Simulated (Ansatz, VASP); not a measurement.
**BeS in VASP and in Ansatz**

```
CELL_PARAMETERS angstrom
0.00000 2.45086 2.45086
2.45086 0.00000 2.45086
2.45086 2.45086 0.00000
ATOMIC_POSITIONS crystal
Be 0.00000 0.00000 0.00000
S 0.75000 0.75000 0.75000
```

Alike in both runs: task single point; functional PBEsol; k mesh 8 × 8 × 8; occupations gaussian, width 0.05 eV; no spin polarisation.

|  | VASP | Ansatz |
| --- | --- | --- |
| version | VASP 6.6.1 | Ansatz 0.2.0 |
| potentials or method | VASP PAW PBE potentials, release 64 (Be, S), cutoff 600 eV | scalar-relativistic, plane waves, PAW |
| valence electrons in the cell | 8 | 8 |

|  | VASP | Ansatz | Ansatz less VASP |
| --- | --- | --- | --- |
| gap on the k mesh at the Fermi level (eV) | 3.00 | 2.99 | -0.003 |
| least direct gap on the mesh (eV) | 5.44 | 5.44 | -0.001 |
| pressure (GPa) | -3.4 | -3.5 | -0.17 |

VASP's potentials were made for PBE, not for PBEsol.
